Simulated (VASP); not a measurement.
Runs of VASP 6.6.1 on HgTe (zinc blende type). The structure is that of space group F-43m (No. 216), or close to it. The cells are those of the table. 

```tsv
level	spin	cell	k mesh	smearing	grid for exact exchange (PRECFOCK)	screening parameter	gap on the mesh (eV)	pressure (GPa)	largest force (eV/Å)
HSE06	off	a = 4.709 Å, angles 60.0°, 2 atoms	4 × 4 × 4	fermi-dirac 0.1 eV	Normal	0.2079 1/Å	none	-1.2	0.17
PBE	off	a = 4.709 Å, angles 60.0°, 2 atoms	8 × 8 × 8	fermi-dirac 0.1 eV	-	-	-	(a)	0.05
HSE06	off	a = 4.580 Å, angles 60.0°, 2 atoms	4 × 4 × 4	fermi-dirac 0.1 eV	Normal	0.2079 1/Å	none	2.2	-
HSE06	off	a = 4.629 Å, angles 60.0°, 2 atoms	4 × 4 × 4	fermi-dirac 0.1 eV	Normal	0.2079 1/Å	none	(b)	-
PBE	non-collinear, zero start, SOC	a = 4.709 Å, angles 60.0°, 2 atoms	6 × 6 × 6	fermi-dirac 0.02 eV	-	-	-	-0.2	-
r2SCAN	off	a = 4.709 Å, angles 60.0°, 2 atoms	6 × 6 × 6	fermi-dirac 0.02 eV	-	-	none	-1.3	-
PBE	off	a = 4.709 Å, angles 60.0°, 2 atoms	6 × 6 × 6	fermi-dirac 0.02 eV	-	-	none	(c)	-
```

Alike in all rows: task single point; potentials or basis VASP PAW PBE potentials, release 64 (Hg, Te); cutoff (eV) 520.

Question: Fill in the values left out.

Answer: (a) -0.1; (b) 0.7; (c) 0.0.

Caveats: some runs use coarse meshes; spin-orbit coupling is left out, which moves the levels of the heavy elements (some runs); the PAW data sets were made with another functional, which shifts forces and pressure a little (some runs).

A k mesh can miss the band edges, and rows without SOC leave out spin-orbit coupling on Hg, Te.

A gap of «none» marks levels without a gap at the run's occupations.
